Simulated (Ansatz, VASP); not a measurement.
Two plane-wave programs on Zr

The input INCAR:

```
SYSTEM = Zr
PREC = Accurate ; ENCUT = 520
EDIFF = 1E-7 ; ISMEAR = 0
SIGMA = 0.1 ; LREAL = .False.
LASPH = .True. ; NELM = 100
ALGO = Normal ; ISIF = 2
LWAVE = .False. ; LCHARG = .True.
LDIPOL = .True. ; IDIPOL = 3
DIPOL = 0.5 0.5 0.500 ; GGA = PE
LELF = .True. ; LVHAR = .True.
LVACPOTAV = .True. ; NBANDS = 45
```

File KPOINTS:

```
regular mesh
0
Gamma
  21 21 1
  0 0 0
```

POSCAR

```
Zr
1.0
    3.2319982200      0.0000000000      0.0000000000
   -1.6159991100      2.7989925700      0.0000000000
    0.0000000000      0.0000000000     29.8675001320
Zr
6
Direct
    0.6666666671      0.3333333329      0.2845902725
    0.3333333329      0.6666666659      0.3707541635
    0.6666666671      0.3333333329      0.4569180545
    0.3333333329      0.6666666659      0.5442346970
    0.6666666671      0.3333333329      0.6319121039
    0.3333333329      0.6666666659      0.7138921711
```

Input for Ansatz:

```yaml
crystal:
  lattice:
    - [3.23199822, 0.0, 0.0]
    - [-1.61599911, 2.79899257, 0.0]
    - [0.0, 0.0, 29.867500132]
  atoms:
    - { symbol: Zr, position: [0.6666666671, 0.3333333329, 0.2845902725] }
    - { symbol: Zr, position: [0.3333333329, 0.6666666659, 0.3707541635] }
    - { symbol: Zr, position: [0.6666666671, 0.3333333329, 0.4569180545] }
    - { symbol: Zr, position: [0.3333333329, 0.6666666659, 0.544234697] }
    - { symbol: Zr, position: [0.6666666671, 0.3333333329, 0.6319121039] }
    - { symbol: Zr, position: [0.3333333329, 0.6666666659, 0.7138921711] }
basis:
  ecutwfc: 420.0
  fft_grid_basis: typed
kpoints:
  mp_grid: { grid: [21, 21, 1] }
hamiltonian:
  xc: pbe
  pseudopotentials: { kind: paw }
scf:
  occupations: { method: gaussian, width: 0.1 }
output:
  forces: true
  eigenvalues: true
  band_densities:
    - { e_range: [-2.0, -1.0] }
    - { e_range: [-1.0, -0.5] }
    - { e_range: [-0.5, -0.25] }
    - { e_range: [-0.25, 0.0] }
    - { e_range: [0.0, 0.25] }
    - { e_range: [0.25, 0.5] }
    - { e_range: [0.5, 1.0] }
    - { e_range: [1.0, 1.5] }
  band_residual_tolerance: 1.0e-05
  write_potential: true
  elf: true
  write_density: true
  volumetric_format: npy
efield:
  axis: 3
  dipole_correction: true
  ramp_width: 0.04
checkpoint:
  read: start.run
  write: ck
  compress: false
  write_wavefunctions: false
  write_every: 100000
```

Alike in both runs: task single point; functional PBE; k mesh 21 × 21 × 1; occupations gaussian, width 0.1 eV; no spin polarisation.

|  | VASP | Ansatz |
| --- | --- | --- |
| version | VASP 6.6.1 | Ansatz 0.2.0 |
| potentials or method | VASP PAW PBE potentials, release 64 (Zr_sv), cutoff 520 eV | scalar-relativistic, plane waves, PAW |
| valence electrons in the cell | 72 | 72 |

```csv
,VASP,Ansatz,Ansatz less VASP
gap on the k mesh at the Fermi level (eV),none,none,-
rms of the force components (eV/Å),0.178,0.178,-0.0001
"work function, face that differs most (eV)",4.21,4.21,+0.001
```

Atom by atom the forces differ by 0.001 eV/Å (rms over components). A gap of «none» marks a metal or a gap that the smearing closes. Ansatz's warnings: published levels not confirmed, xc potential rough in thin density.
